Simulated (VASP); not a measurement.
Here is a VASP 6.6.1 calculation.

INCAR

```
SYSTEM = SnO
PREC     = Accurate       ! precision mode
ENCUT    = 520            ! plane-wave cutoff, eV
EDIFF    = 1E-6           ! SCF threshold, eV
ISMEAR   = 0              ! smearing method
SIGMA    = 0.03           ! smearing width, eV
LREAL    = .FALSE.        ! projectors in reciprocal space
LASPH    = .TRUE.         ! aspherical terms in the spheres
NELM     = 100            ! most SCF steps
ALGO     = Normal         ! electronic algorithm
ISIF     = 2              ! what is computed and relaxed
LWAVE    = .FALSE.        ! write WAVECAR
LCHARG   = .FALSE.        ! write CHGCAR
GGA      = CA             ! functional
NBANDS   = 28             ! bands
```

Contents of KPOINTS:

```
Automatic mesh
0
G
  10 10 8
  0 0 0
```

File POSCAR:

```
SnO
1.0
    3.6831088220      0.0000000000      0.0000000000
    0.0000000000      3.6831088220      0.0000000000
    0.0000000000      0.0000000000      5.1532524170
Sn O
2 2
Direct
    0.0000000000      0.5000000000      0.2385000000
    0.5000000000      0.0000000000      0.7615000000
    0.0000000000      0.0000000000      0.0000000000
    0.5000000000      0.5000000000      0.0000000000
```

Potentials or basis: VASP PAW LDA potentials, release 64 (Sn_d, O).

Launch:

```console
$ cat potpaw_LDA.64/Sn_d/POTCAR potpaw_LDA.64/O/POTCAR > POTCAR
$ mpirun -np 1 vasp_std > vasp.out
```

**Question.** Estimate the pressure.

**Answer.** -1.3 GPa.

**Question.** Predict the band gap on the k mesh.

**Answer.** Zero (bands 20 and 21 overlap by 0.23 eV).

Stress tensor (GPa, compression positive):
```
 1.42  0.00  0.00
 0.00  1.42  0.00
 0.00  0.00 -6.64
```

Caveat: semilocal functionals underestimate gaps, so a narrow gap can read as zero; spin-orbit coupling is left out, which moves the levels of the heavy elements.
